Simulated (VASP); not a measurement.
# Sb2PtAu2 (P-3m1) in VASP: relaxation of cell and atoms with PBEsol

Aim: the relaxation of cell and atoms of Sb2PtAu2 with PBEsol.

All numbers are computed with VASP 6.6.1; they aren't measurements. Logs are shortened: lines on timing, memory, paths and dates and some standing lists are left out, and cuts for length are marked.

### 1 The cell of the first run

Symmetry: P-3m1, No. 164, trigonal system. The conventional cell has a = 4.441 Å, b = 4.441 Å, c = 7.361 Å, α = 90.00°, β = 90.00°, γ = 120.00°. Sb (site symmetry 3m) has 4 Au at 2.82 to 2.90 Å and 3 Sb at 3.08 Å and 3 Pt at 3.81 Å within 3.9 Å. Within 4.0 Å of Pt (site symmetry -3m) lie 6 Au at 3.05 Å and 6 Sb at 3.81 Å. Within 3.7 Å of Au (site symmetry 3m) lie 4 Sb at 2.82 to 2.90 Å and 3 Pt at 3.05 Å.

### 2 Relaxation of cell and atoms, PBEsol

INCAR

```
  PREC = Accurate
  ENCUT = 600
  EDIFF = 1E-6
  ISMEAR = -1
  SIGMA = 0.03
  LREAL = F
  LASPH = T
  NELM = 60
  ALGO = Normal
  ISIF = 3
  LWAVE = F
  LCHARG = F
  GGA = PS
  IBRION = 2
  NSW = 100
  EDIFFG = -0.01
```

KPOINTS

```
regular mesh
0
Gamma
  6 6 4
```

POSCAR

```
Sb2PtAu2
1.0
    4.4413116100      0.0000000000      0.0000000000
   -2.2206558000      3.8462886800      0.0000000000
    0.0000000000      0.0000000000      7.3614985300
Sb Pt Au
2 1 2
Direct
    0.6666666700      0.3333333300      0.3835732800
    0.3333333300      0.6666666700      0.6164267200
    0.0000000000      0.0000000000      0.0000000000
    0.6666666700      0.3333333300      0.7768952300
    0.3333333300      0.6666666700      0.2231047700
```

Potentials or basis: VASP PAW PBE potentials, release 64 (Sb, Pt, Au).

On the command line:

```bash
$ cat potpaw_PBE.64/Sb/POTCAR potpaw_PBE.64/Pt/POTCAR potpaw_PBE.64/Au/POTCAR > POTCAR
$ mpirun -np 1 vasp_std > vasp.out
```

OUTCAR:

```text
PREC = Accurate
   ENCUT = 600
   EDIFF = 1E-6
   ISMEAR = -1
   LREAL = F
   LASPH = T
   NELM = 60
   ISIF = 3
   GGA = PS
   IBRION = 2
   NSW = 100
   EDIFFG = -0.01

 ion  position               nearest neighbor table
   1  0.667  0.333  0.384-   5 2.82   5 2.82   5 2.82   4 2.90   2 3.08   2 3.08   2 3.08
   2  0.333  0.667  0.616-   4 2.82   4 2.82   4 2.82   5 2.90   1 3.08   1 3.08   1 3.08
   3  0.000  0.000  0.000-   4 3.05   5 3.05   5 3.05   4 3.05   4 3.05   5 3.05
   4  0.667  0.333  0.777-   2 2.82   2 2.82   2 2.82   1 2.90   3 3.05   3 3.05   3 3.05
   5  0.333  0.667  0.223-   1 2.82   1 2.82   1 2.82   2 2.90   3 3.05   3 3.05   3 3.05

  LATTYP: Found a hexagonal cell.
 ALAT       =     4.4413116100
 C/A-ratio  =     1.6575055246

  Lattice vectors:

 A1 = (   4.4413116100,   0.0000000000,   0.0000000000)
 A2 = (  -2.2206558000,   3.8462886800,   0.0000000000)
 A3 = (   0.0000000000,   0.0000000000,   7.3614985300)

Analysis of symmetry for initial positions (statically):
=====================================================================
 Subroutine PRICEL returns:
 Original cell was already a primitive cell.

 Routine SETGRP: Setting up the symmetry group for a
 hexagonal supercell.

 Subroutine GETGRP returns: Found 12 space group operations
 (whereof 12 operations were pure point group operations)
 out of a pool of 24 trial point group operations.

The static configuration has the point symmetry D_3d.

Analysis of symmetry for dynamics (positions and initial velocities):
=====================================================================
 Subroutine PRICEL returns:
 Original cell was already a primitive cell.

 Routine SETGRP: Setting up the symmetry group for a
 hexagonal supercell.

 Subroutine GETGRP returns: Found 12 space group operations
 (whereof 12 operations were pure point group operations)
 out of a pool of 24 trial point group operations.

The dynamic configuration has the point symmetry D_3d.

 Subroutine INISYM returns: Found 12 space group operations
 (whereof 12 operations are pure point group operations),
 and found     1 'primitive' translations

----------------------------------------------------------------------------------------

                                     Primitive cell

  volume of cell :     125.7533

  direct lattice vectors                    reciprocal lattice vectors
     4.441311610  0.000000000  0.000000000     0.225158712  0.129995442  0.000000000
    -2.220655800  3.846288680  0.000000000     0.000000000  0.259990886  0.000000000
     0.000000000  0.000000000  7.361498530     0.000000000  0.000000000  0.135841907

  length of vectors
     4.441311610  4.441311607  7.361498530     0.259990885  0.259990886  0.135841907

  position of ions in fractional coordinates (direct lattice)
     0.666666670  0.333333330  0.383573280
     0.333333330  0.666666670  0.616426720
     0.000000000  0.000000000  0.000000000
     0.666666670  0.333333330  0.776895230
     0.333333330  0.666666670  0.223104770

  ion indices of the primitive-cell ions
   primitive index   ion index
                 1           1
                 2           2
                 3           3
                 4           4
                 5           5

----------------------------------------------------------------------------------------

 KPOINTS: regular mesh

Automatic generation of k-mesh.
 Grid dimensions read from file:
 generate k-points for:    6    6    4

 Generating k-lattice:

  Cartesian coordinates                     Fractional coordinates (reciprocal lattice)
     0.037526452  0.021665907  0.000000000     0.166666667 -0.000000000  0.000000000
     0.000000000  0.043331814  0.000000000     0.000000000  0.166666667  0.000000000
     0.000000000  0.000000000  0.033960477     0.000000000  0.000000000  0.250000000

  Length of vectors
     0.043331814  0.043331814  0.033960477

  Shift w.r.t. Gamma in fractional coordinates (k-lattice)
     0.000000000  0.000000000  0.000000000

 Subroutine IBZKPT returns following result:
 ===========================================

 Found     24 irreducible k-points:

 Following reciprocal coordinates:
            Coordinates               Weight
  0.000000  0.000000  0.000000      1.000000
  0.166667  0.000000  0.000000      6.000000
  0.333333  0.000000  0.000000      6.000000
  0.500000 -0.000000  0.000000      3.000000
  0.166667  0.166667  0.000000      6.000000
  0.333333  0.166667  0.000000     12.000000
[... 16 lines left out ...]
  0.333333  0.166667  0.500000     12.000000
  0.333333  0.333333  0.500000      2.000000
   k-points           NKPTS =     24   k-points in BZ     NKDIM =     24   number of bands    NBANDS=     25
   number of dos      NEDOS =    301   number of ions     NIONS =      5
   total plane-waves  NPLWV =  77760
   dimension x,y,z NGX =    36 NGY =   36 NGZ =   60
   dimension x,y,z NGXF=    72 NGYF=   72 NGZF=  120
   ions per type =               2   1   2
   NGX,Y,Z   is equivalent  to a cutoff of  13.48, 13.48, 13.55 a.u.
   NGXF,Y,Z  is equivalent  to a cutoff of  26.95, 26.95, 27.10 a.u.
 SYSTEM =  unknown system
   PREC   = accura    normal or accurate (medium, high low for compatibility)
   ISTART =      0    job   : 0-new  1-cont  2-samecut
   ICHARG =      2    charge: 1-file 2-atom 10-const
   ISPIN  =      1    spin polarized calculation?
   LNONCOLLINEAR =      F non collinear calculations
   LSORBIT =      F    spin-orbit coupling
   LASPH  =      T    aspherical Exc in radial PAW
   ENCUT  =  600.0 eV  44.10 Ry    6.64 a.u.   8.87  8.87 14.70*2*pi/ulx,y,z
   NELM   =     60;   NELMIN=  2; NELMDL= -5     # of ELM steps
   EDIFF  = 0.1E-05   stopping-criterion for ELM
   LREAL  =      F    real-space projection
   EDIFFG = -.1E-01   stopping-criterion for IOM
   NSW    =    100    number of steps for IOM
   IBRION =      2    ionic relax: 0-MD 1-quasi-New 2-CG
   NFREE  =      1    steps in history (QN), initial steepest desc. (CG)
   ISIF   =      3    stress and relaxation
   ISYM   =      2    0-nonsym 1-usesym 2-fastsym
   POTIM  = 0.5000    time-step for ionic-motion
   TEBEG  =    0.0;   TEEND  =   0.0 temperature during run
   PSTRESS=    0.0 pullay stress
   NELECT =      42.0000    total number of electrons
   NUPDOWN=      -1.0000    fix difference up-down
   EMIN   =  10.00;   EMAX   =-10.00  energy-range for DOS
   EFERMI =   0.00;   METHOD = LEGACY
   ISMEAR =    -1;   SIGMA  =   0.03  broadening in eV -4-tet -1-fermi 0-gaus
   EFERMI_NEDOS =   21; number of points for ismear=-14 and -15
   IALGO  =     38    algorithm
   IMIX   =      4    mixing-type and parameters
     AMIX     =   0.40;   BMIX     =  1.00
     AMIX_MAG =   1.60;   BMIX_MAG =  1.00
  volume/ion in A,a.u.               =      25.15       169.73
  Fermi-wavevector in a.u.,A,eV,Ry     =   1.135843  2.146431 17.553398  1.290138
  Thomas-Fermi vector in A             =   2.272547
   LORBIT       =      0    0 simple, 1 ext, 2 COOP (PROOUT), +10 PAW based schemes
   GGA     = PS    functional components
   LHFCALC =     F    Hartree Fock is set to
   AEXX    =    0.0000 exact exchange contribution
   IVDW    =     0    specifies the selected vdW correction
   LEPSILON=     F    determine dielectric tensor
   LRPA    =     F    only Hartree local field effects (RPA)
 conjugate gradient relaxation of ions
 non-spin polarized calculation
  energy-cutoff  :      600.00
  volume of cell :      125.75
 maximum number of plane-waves:      4230
   NGX = 17   NGY = 17   NGZ = 29

--------------------------------------- Ionic step        1  -------------------------------------------

 number of electron      41.9999996 magnetization

 Free energy of the ion-electron system (eV)
  ---------------------------------------------------
  ext. energy  EPLUGINS =         0.00000000
  ---------------------------------------------------
  free energy    TOTEN  =       -21.57124578 eV

  energy without entropy =      -21.56298214  energy(sigma->0) =      -21.56711396

------------------------ aborting loop because EDIFF is reached ----------------------------------------

  FORCE on cell =-STRESS in cart. coord.  units (eV):
  Direction    XX          YY          ZZ          XY          YZ          ZX
  --------------------------------------------------------------------------------------
  -------------------------------------------------------------------------------------
  Total       -6.9893707     -6.9893707     -6.7503532     -0.0000000      0.0000000      0.0000000
  in kB      -89.0490537    -89.0490537    -86.0038174     -0.0000001      0.0000000      0.0000000
  external PRESSURE =     -88.0339749 kB  Pullay stress =       0.0000000 kB
[... 98 lines left out ...]
  FREE ENERGIE OF THE ION-ELECTRON SYSTEM (eV)
  ---------------------------------------------------
  free  energy   TOTEN  =       -22.3722476832 eV

  energy  without entropy=      -22.3642093524  energy(sigma->0) =      -22.36822852

[... ionic steps 4 to 45 ...]

--------------------------------------- Ionic step       46  -------------------------------------------

 number of electron      42.0000006 magnetization

------------------------ aborting loop because EDIFF is reached ----------------------------------------

  FORCE on cell =-STRESS in cart. coord.  units (eV):
  Direction    XX          YY          ZZ          XY          YZ          ZX
  --------------------------------------------------------------------------------------
  -------------------------------------------------------------------------------------
  Total       -0.0019063     -0.0019063     -0.0841131     -0.0000000      0.0000000      0.0000000
  in kB       -0.0282772     -0.0282772     -1.2476711     -0.0000000      0.0000000      0.0000000
  external PRESSURE =      -0.4347418 kB  Pullay stress =       0.0000000 kB
[... 63 lines left out ...]
  energy  without entropy=      -23.8274748324  energy(sigma->0) =      -23.83052628

--------------------------------------- Ionic step       48  -------------------------------------------

 number of electron      42.0000006 magnetization

 Free energy of the ion-electron system (eV)
  ---------------------------------------------------
  ext. energy  EPLUGINS =         0.00000000
  ---------------------------------------------------
  free energy    TOTEN  =       -23.83360669 eV

  energy without entropy =      -23.82757056  energy(sigma->0) =      -23.83058863

 E-fermi :   8.6314     XC(G=0): -11.2615

 val. band max:        8.5880907285   @ k =   0.0000   0.1667   0.2500
 cond. band min:       8.6661050990   @ k =  -0.1667   0.5000   0.2500
 fundamental gap:      0.0780143705
 Fermi energy:         8.6313990386

 k-point     1 :       0.0000    0.0000    0.0000
  band No.  band energies     occupation
      1      -3.6293      2.00000
      2      -1.5114      2.00000
      3       2.2387      2.00000
      4       2.2974      2.00000
      5       2.2974      2.00000
      6       2.4869      2.00000
[... 693 lines left out ...]
  FREE ENERGIE OF THE ION-ELECTRON SYSTEM (eV)
  ---------------------------------------------------
  free  energy   TOTEN  =       -23.8336066905 eV

  energy  without entropy=      -23.8275705595  energy(sigma->0) =      -23.83058863

 reached required accuracy - stopping structural energy minimisation
```

Run time: 57 min. Hardware: 1 thread of Intel Xeon 8259CL, shared host; peak memory 0.35 GiB.

What came out:

```
Free energy                           : -23.8336 eV
Relaxed volume                        : 21.59 Å³/atom
Relaxed cell                          : a = 4.516 Å, b = 4.516 Å, c = 6.113 Å, α = 90.00°, β = 90.00°, γ = 120.00°
Space group after relaxing (to 0.1 Å) : P-3m1 (No. 164)
Energy gained by relaxing             : 452.5 meV/atom
Ionic steps                           : 48
Pressure after relaxing               : 0.0 GPa
Largest force after relaxing          : 0.009 eV/Å
Band gap on the k mesh                : zero (bands 21 and 22 overlap by 2.05 eV)
```

Forces on the atoms (eV/Å):
```
Sb   0.000  0.000 -0.003
Sb   0.000  0.000  0.003
Pt   0.000  0.000  0.000
Au   0.000  0.000 -0.009
Au   0.000  0.000  0.009
```

Step by step:
| step | energy change (eV) | largest force (eV/Å) | pressure (GPa) | volume (Å³) |
| --- | --- | --- | --- | --- |
| 1 | 0.0000 | 1.5156 | -8.80 | 125.75 |
| 3 | -0.8010 | 2.0453 | 3.70 | 106.62 |
| 5 | -1.6471 | 0.3502 | 12.39 | 100.16 |
| 7 | -2.0663 | 0.4438 | -1.19 | 111.55 |
| 9 | -2.0817 | 0.3800 | -0.52 | 111.03 |
| 11 | -2.1348 | 0.3540 | 2.55 | 110.23 |
| 13 | -2.1506 | 0.2803 | 1.04 | 111.15 |
| 15 | -2.1597 | 0.2725 | -0.31 | 112.65 |
| 17 | -2.1698 | 0.2328 | -0.07 | 112.21 |
| 19 | -2.2012 | 0.2394 | 0.93 | 110.20 |
| 21 | -2.2204 | 0.4457 | 2.55 | 107.38 |
| 23 | -2.2306 | 0.4122 | 1.89 | 107.47 |
| 25 | -2.2328 | 0.3777 | 1.41 | 107.54 |
| 27 | -2.2418 | 0.3118 | 0.62 | 108.27 |
| 29 | -2.2475 | 0.1977 | -0.57 | 109.47 |
| 31 | -2.2536 | 0.1601 | -0.35 | 109.11 |
| 33 | -2.2544 | 0.1257 | 0.68 | 107.51 |
| 35 | -2.2605 | 0.0465 | -0.20 | 108.48 |
| 37 | -2.2611 | 0.0443 | -0.23 | 108.38 |
| 39 | -2.2618 | 0.0406 | 0.02 | 107.96 |
| 41 | -2.2620 | 0.0218 | 0.16 | 107.86 |
| 43 | -2.2621 | 0.0131 | -0.12 | 108.10 |
| 45 | -2.2622 | 0.0067 | -0.02 | 108.01 |
| 47 | -2.2623 | 0.0088 | -0.10 | 108.02 |
| 48 | -2.2624 | 0.0091 | -0.01 | 107.94 |

Final structure:
```cif
data_structure
_symmetry_space_group_name_H-M 'P 1'
_symmetry_Int_Tables_number 1
_cell_length_a 4.5156
_cell_length_b 4.5156
_cell_length_c 6.1128
_cell_angle_alpha 90.000
_cell_angle_beta 90.000
_cell_angle_gamma 120.000
_cell_volume 107.94
loop_
_atom_site_label
_atom_site_type_symbol
_atom_site_fract_x
_atom_site_fract_y
_atom_site_fract_z
_atom_site_occupancy
Sb1 Sb 0.66667 0.33333 0.29881 1
Sb2 Sb 0.33333 0.66667 0.70119 1
Pt1 Pt 0.00000 0.00000 0.00000 1
Au1 Au 0.66667 0.33333 0.81412 1
Au2 Au 0.33333 0.66667 0.18588 1
```

Levels at points of the mesh, in eV from the Fermi level:
```csv
k point,band 19,band 20,band 21,band 22,band 23,band 24
"(0.00, 0.00, 0.00)",-1.11,0.89,1.14,1.14,1.50,1.65
"(0.50, 0.00, 0.00)",-2.20,-2.09,-1.44,-0.88,2.00,2.03
"(0.00, 0.00, 0.50)",0.25,0.44,0.44,0.87,2.14,2.14
"(0.50, 0.00, 0.50)",-1.82,-1.74,-0.39,0.64,1.42,2.34
```

Caveat: a cell axis changed by over 15 % at a fixed basis, so the end point is rough; the PAW data sets were made with another functional, which shifts forces and pressure a little; spin-orbit coupling is left out, which moves the levels of the heavy elements.

The gap in the log of VASP goes by the Fermi energy; the results here count the filled bands.